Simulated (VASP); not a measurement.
# Bi6Te (Fm-3m) in VASP: single point with PBE

Aim: the single point of Bi6Te with PBE.

All numbers are computed with VASP 6.6.1; they aren't measurements. Logs are shortened: lines on timing, memory, paths and dates and some standing lists are left out, and cuts for length are marked.

## 1. The cell of the first run

It takes space group Fm-3m (No. 225, cubic). The conventional cell has a = 9.744 Å, b = 9.744 Å, c = 9.744 Å, α = 90.00°, β = 90.00°, γ = 90.00°. Bi (site symmetry mmm) has 8 Bi at 3.45 Å and 2 Te at 3.45 Å within 4.5 Å. Within 4.5 Å of Te (site symmetry m-3m) lie 12 Bi at 3.45 Å.

The cell was built from a structure type or drawn by symmetry, and may not be a known phase.

## 2. Single point, PBE

INCAR reads:

```
PREC = Accurate
ENCUT = 520
EDIFF = 1E-6
ISMEAR = 0
SIGMA = 0.2
LREAL = F
LASPH = T
NELM = 100
ALGO = Normal
ISIF = 2
LWAVE = F
LCHARG = F
GGA = PE
NBANDS = 57
```

KPOINTS reads:

```
Automatic mesh
0
Gamma
  3 3 3
```

POSCAR reads:

```
Bi6Te
1.0
    0.0000000000      4.8721231900      4.8721231900
    4.8721231900      0.0000000000      4.8721231900
    4.8721231900      4.8721231900      0.0000000000
Bi Te
6 1
Direct
    0.5000000000      0.5000000000      0.0000000000
    0.5000000000      0.0000000000      0.5000000000
    0.0000000000      0.0000000000      0.5000000000
    0.0000000000      0.5000000000      0.0000000000
    0.0000000000      0.5000000000      0.5000000000
    0.5000000000      0.0000000000      0.0000000000
    0.0000000000      0.0000000000      0.0000000000
```

Potentials or basis: VASP PAW PBE potentials, release 64 (Bi_d, Te).

Run with:

```
$ cat potpaw_PBE.64/Bi_d/POTCAR potpaw_PBE.64/Te/POTCAR > POTCAR
$ mpirun -np 1 vasp_std > vasp.out
```

OUTCAR:

```text
PREC = Accurate
   ENCUT = 520
   EDIFF = 1E-6
   ISMEAR = 0
   LREAL = F
   LASPH = T
   NELM = 100
   ISIF = 2
   GGA = PE

 ion  position               nearest neighbor table
   1  0.500  0.500  0.000-   4 3.45   6 3.45   2 3.45   5 3.45   2 3.45   6 3.45   7 3.45   4 3.45
                             5 3.45   7 3.45
   2  0.500  0.000  0.500-   3 3.45   6 3.45   1 3.45   6 3.45   7 3.45   1 3.45   5 3.45   3 3.45
                             5 3.45   7 3.45
   3  0.000  0.000  0.500-   2 3.45   5 3.45   7 3.45   4 3.45   6 3.45   7 3.45   4 3.45   5 3.45
                             2 3.45   6 3.45
   4  0.000  0.500  0.000-   1 3.45   5 3.45   7 3.45   3 3.45   5 3.45   3 3.45   6 3.45   7 3.45
                             1 3.45   6 3.45
   5  0.000  0.500  0.500-   3 3.45   4 3.45   1 3.45   4 3.45   7 3.45   2 3.45   3 3.45   7 3.45
                             1 3.45   2 3.45
   6  0.500  0.000  0.000-   1 3.45   2 3.45   7 3.45   2 3.45   3 3.45   1 3.45   4 3.45   3 3.45
                             4 3.45   7 3.45
   7  0.000  0.000  0.000-   3 3.45   4 3.45   6 3.45   2 3.45   3 3.45   5 3.45   1 3.45   4 3.45
                             5 3.45   1 3.45   2 3.45   6 3.45

  LATTYP: Found a face centered cubic cell.
 ALAT       =     9.7442463800

  Lattice vectors:

 A1 = (   0.0000000000,   4.8721231900,   4.8721231900)
 A2 = (   4.8721231900,   0.0000000000,   4.8721231900)
 A3 = (   4.8721231900,   4.8721231900,   0.0000000000)

Analysis of symmetry for initial positions (statically):
=====================================================================
 Subroutine PRICEL returns:
 Original cell was already a primitive cell.

 Routine SETGRP: Setting up the symmetry group for a
 face centered cubic supercell.

 Subroutine GETGRP returns: Found 48 space group operations
 (whereof 48 operations were pure point group operations)
 out of a pool of 48 trial point group operations.

The static configuration has the point symmetry O_h .

Analysis of symmetry for dynamics (positions and initial velocities):
=====================================================================
 Subroutine PRICEL returns:
 Original cell was already a primitive cell.

 Routine SETGRP: Setting up the symmetry group for a
 face centered cubic supercell.

 Subroutine GETGRP returns: Found 48 space group operations
 (whereof 48 operations were pure point group operations)
 out of a pool of 48 trial point group operations.

The dynamic configuration has the point symmetry O_h .

 Subroutine INISYM returns: Found 48 space group operations
 (whereof 48 operations are pure point group operations),
 and found     1 'primitive' translations

----------------------------------------------------------------------------------------

                                     Primitive cell

  volume of cell :     231.3049

  direct lattice vectors                    reciprocal lattice vectors
     0.000000000  4.872123190  4.872123190    -0.102624663  0.102624663  0.102624663
     4.872123190  0.000000000  4.872123190     0.102624663 -0.102624663  0.102624663
     4.872123190  4.872123190  0.000000000     0.102624663  0.102624663 -0.102624663

  length of vectors
     6.890222693  6.890222693  6.890222693     0.177751130  0.177751130  0.177751130

  position of ions in fractional coordinates (direct lattice)
     0.500000000  0.500000000  0.000000000
     0.500000000  0.000000000  0.500000000
     0.000000000  0.000000000  0.500000000
     0.000000000  0.500000000  0.000000000
     0.000000000  0.500000000  0.500000000
     0.500000000  0.000000000  0.000000000
     0.000000000  0.000000000  0.000000000

  ion indices of the primitive-cell ions
   primitive index   ion index
                 1           1
                 2           2
                 3           3
                 4           4
                 5           5
                 6           6
                 7           7

----------------------------------------------------------------------------------------

 KPOINTS: Automatic mesh

Automatic generation of k-mesh.
 Grid dimensions read from file:
 generate k-points for:    3    3    3

 Generating k-lattice:

  Cartesian coordinates                     Fractional coordinates (reciprocal lattice)
    -0.034208221  0.034208221  0.034208221     0.333333333  0.000000000  0.000000000
     0.034208221 -0.034208221  0.034208221     0.000000000  0.333333333  0.000000000
     0.034208221  0.034208221 -0.034208221     0.000000000  0.000000000  0.333333333

  Length of vectors
     0.059250377  0.059250377  0.059250377

  Shift w.r.t. Gamma in fractional coordinates (k-lattice)
     0.000000000  0.000000000  0.000000000

 Subroutine IBZKPT returns following result:
 ===========================================

 Found      4 irreducible k-points:

 Following reciprocal coordinates:
            Coordinates               Weight
  0.000000  0.000000  0.000000      1.000000
  0.333333  0.000000  0.000000      8.000000
  0.333333  0.333333  0.000000      6.000000
 -0.333333  0.333333  0.000000     12.000000
   k-points           NKPTS =      4   k-points in BZ     NKDIM =      4   number of bands    NBANDS=     57
   number of dos      NEDOS =    301   number of ions     NIONS =      7
   total plane-waves  NPLWV = 157464
   dimension x,y,z NGX =    54 NGY =   54 NGZ =   54
   dimension x,y,z NGXF=   108 NGYF=  108 NGZF=  108
   ions per type =               6   1
   NGX,Y,Z   is equivalent  to a cutoff of  13.03, 13.03, 13.03 a.u.
   NGXF,Y,Z  is equivalent  to a cutoff of  26.06, 26.06, 26.06 a.u.
 SYSTEM =  unknown system
   PREC   = accura    normal or accurate (medium, high low for compatibility)
   ISTART =      0    job   : 0-new  1-cont  2-samecut
   ICHARG =      2    charge: 1-file 2-atom 10-const
   ISPIN  =      1    spin polarized calculation?
   LNONCOLLINEAR =      F non collinear calculations
   LSORBIT =      F    spin-orbit coupling
   LASPH  =      T    aspherical Exc in radial PAW
   ENCUT  =  520.0 eV  38.22 Ry    6.18 a.u.  12.81 12.81 12.81*2*pi/ulx,y,z
   NELM   =    100;   NELMIN=  2; NELMDL= -5     # of ELM steps
   EDIFF  = 0.1E-05   stopping-criterion for ELM
   LREAL  =      F    real-space projection
   EDIFFG = 0.1E-04   stopping-criterion for IOM
   NSW    =      0    number of steps for IOM
   IBRION =     -1    ionic relax: 0-MD 1-quasi-New 2-CG
   NFREE  =      0    steps in history (QN), initial steepest desc. (CG)
   ISIF   =      2    stress and relaxation
   ISYM   =      2    0-nonsym 1-usesym 2-fastsym
   POTIM  = 0.5000    time-step for ionic-motion
   TEBEG  =    0.0;   TEEND  =   0.0 temperature during run
   PSTRESS=    0.0 pullay stress
   NELECT =      96.0000    total number of electrons
   NUPDOWN=      -1.0000    fix difference up-down
   EMIN   =  10.00;   EMAX   =-10.00  energy-range for DOS
   EFERMI =   0.00;   METHOD = LEGACY
   ISMEAR =     0;   SIGMA  =   0.20  broadening in eV -4-tet -1-fermi 0-gaus
   EFERMI_NEDOS =   21; number of points for ismear=-14 and -15
   IALGO  =     38    algorithm
   IMIX   =      4    mixing-type and parameters
     AMIX     =   0.40;   BMIX     =  1.00
     AMIX_MAG =   1.60;   BMIX_MAG =  1.00
  volume/ion in A,a.u.               =      33.04       222.99
  Fermi-wavevector in a.u.,A,eV,Ry     =   1.221154  2.307646 20.289229  1.491216
  Thomas-Fermi vector in A             =   2.356346
   LORBIT       =      0    0 simple, 1 ext, 2 COOP (PROOUT), +10 PAW based schemes
   GGA     = PE    functional components
   LHFCALC =     F    Hartree Fock is set to
   AEXX    =    0.0000 exact exchange contribution
   IVDW    =     0    specifies the selected vdW correction
   LEPSILON=     F    determine dielectric tensor
   LRPA    =     F    only Hartree local field effects (RPA)
 non-spin polarized calculation
 Gauss-broadening in eV      SIGMA  =   0.20
  energy-cutoff  :      520.00
  volume of cell :      231.30
 maximum number of plane-waves:      6253
 NGX is ok and might be reduce to    54
   NGX = 25   NGY = 25   NGZ = 25

 number of electron      95.9999981 magnetization

 Free energy of the ion-electron system (eV)
  ---------------------------------------------------
  ext. energy  EPLUGINS =         0.00000000
  ---------------------------------------------------
  free energy    TOTEN  =       -25.73542245 eV

  energy without entropy =      -25.72956382  energy(sigma->0) =      -25.73249314

 E-fermi :   7.1391     XC(G=0):  -9.7824

 val. band max:        6.7974997307   @ k =  -0.3333   0.3333   0.0000
 cond. band min:       7.4806619537   @ k =  -0.3333   0.3333   0.0000
 fundamental gap:      0.6831622231
 Fermi energy:         7.1390580735

 k-point     1 :       0.0000    0.0000    0.0000
  band No.  band energies     occupation
      1     -16.0423      2.00000
      2     -16.0423      2.00000
      3     -16.0423      2.00000
      4     -16.0195      2.00000
      5     -15.9785      2.00000
      6     -15.9785      2.00000
[... 49 lines left out ...]
     56      11.3248      0.00000
     57      11.5467      0.00000

 k-point     2 :       0.3333    0.0000    0.0000
  band No.  band energies     occupation
      1     -16.0241      2.00000
      2     -16.0105      2.00000
      3     -16.0105      2.00000
      4     -15.9942      2.00000
      5     -15.9834      2.00000
      6     -15.9746      2.00000
[... 49 lines left out ...]
     56      10.5982      0.00000
     57      10.5982      0.00000

 k-point     3 :       0.3333    0.3333    0.0000
  band No.  band energies     occupation
      1     -16.0367      2.00000
      2     -15.9854      2.00000
      3     -15.9846      2.00000
      4     -15.9846      2.00000
      5     -15.9705      2.00000
      6     -15.9705      2.00000
[... 49 lines left out ...]
     56      10.3067      0.00000
     57      10.8674      0.00000

 k-point     4 :      -0.3333    0.3333    0.0000
  band No.  band energies     occupation
      1     -16.0134      2.00000
      2     -15.9871      2.00000
      3     -15.9826      2.00000
      4     -15.9660      2.00000
      5     -15.9630      2.00000
      6     -15.9532      2.00000
[... 49 lines left out ...]
     56       9.0228      0.00000
     57       9.9407      0.00000

------------------------ aborting loop because EDIFF is reached ----------------------------------------

  FORCE on cell =-STRESS in cart. coord.  units (eV):
  Direction    XX          YY          ZZ          XY          YZ          ZX
  --------------------------------------------------------------------------------------
  -------------------------------------------------------------------------------------
  Total        0.0798799      0.0798799      0.0798799     -0.0000000     -0.0000000     -0.0000000
  in kB        0.5533033      0.5533033      0.5533033     -0.0000000     -0.0000000     -0.0000000
  external PRESSURE =       0.5533033 kB  Pullay stress =       0.0000000 kB

 VOLUME and BASIS-vectors are now :
 -----------------------------------------------------------------------------
  energy-cutoff  :      520.00
  volume of cell :      231.30
      direct lattice vectors                 reciprocal lattice vectors
     0.000000000  4.872123190  4.872123190    -0.102624663  0.102624663  0.102624663
     4.872123190  0.000000000  4.872123190     0.102624663 -0.102624663  0.102624663
     4.872123190  4.872123190  0.000000000     0.102624663  0.102624663 -0.102624663

 POSITION                                       TOTAL-FORCE (eV/Angst)
 -----------------------------------------------------------------------------------
      2.43606      2.43606      4.87212         0.000000      0.000000     -0.000000
      2.43606      4.87212      2.43606         0.000000     -0.000000     -0.000000
      2.43606      2.43606      0.00000         0.000000     -0.000000      0.000000
      2.43606      0.00000      2.43606         0.000000     -0.000000      0.000000
      4.87212      2.43606      2.43606        -0.000000      0.000000     -0.000000
      0.00000      2.43606      2.43606        -0.000000      0.000000      0.000000
      0.00000      0.00000      0.00000         0.000000      0.000000     -0.000000
 -----------------------------------------------------------------------------------
    total drift:                                0.000000      0.000000     -0.000000

  FREE ENERGIE OF THE ION-ELECTRON SYSTEM (eV)
  ---------------------------------------------------
  free  energy   TOTEN  =       -25.7354224490 eV

  energy  without entropy=      -25.7295638214  energy(sigma->0) =      -25.73249314
```

Wall time 2.1 min (1 thread of Intel Xeon Platinum 8488C (Sapphire Rapids), shared host); peak memory 0.39 GiB.

What came out:

```
Free energy            : -25.7354 eV
Pressure               : 0.1 GPa
Band gap on the k mesh : zero (bands 48 and 49 overlap by 1.23 eV)
```

Caveat: the k points lie up to 0.37 Å⁻¹ apart, too coarse for converged energies and pressures of a metal; spin-orbit coupling is left out, which moves the levels of the heavy elements.
